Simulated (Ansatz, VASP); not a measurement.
# One calculation of BiCl3, two programs

```
Bi Cl
1.0
    12.26000    0.00000    0.00000
     0.00000   12.77000    0.00000
     0.00000    0.00000   10.17000
Bi Cl
1 3
Direct
  0.45573 0.49986 0.55762
  0.63310 0.49986 0.44248
  0.36705 0.64733 0.44248
  0.36705 0.35239 0.44248
```

Alike in both runs: task single point; functional PBE; k mesh 1 × 1 × 1; occupations gaussian, width 0.01 eV; non-collinear spin, spin-orbit coupling.

|  | VASP | Ansatz |
| --- | --- | --- |
| version | VASP 6.6.1 | Ansatz 0.2.0 |
| potentials or method | VASP PAW PBE potentials, release 64 (Bi_d, Cl), cutoff 520 eV | plane waves, PAW |
| valence electrons in the cell | 36 | 36 |

Ansatz gave:

* rms of the force components (eV/Å): 0.071
* net moment per atom (μB): 0.00

Question: Estimate VASP's values.

Answer: rms of the force components (eV/Å): 0.075; net moment per atom (μB): 0.00.

Atom by atom the forces differ by 0.004 eV/Å (rms over components). Ansatz's warnings: structure snapped to symmetry, xc potential rough in thin density.
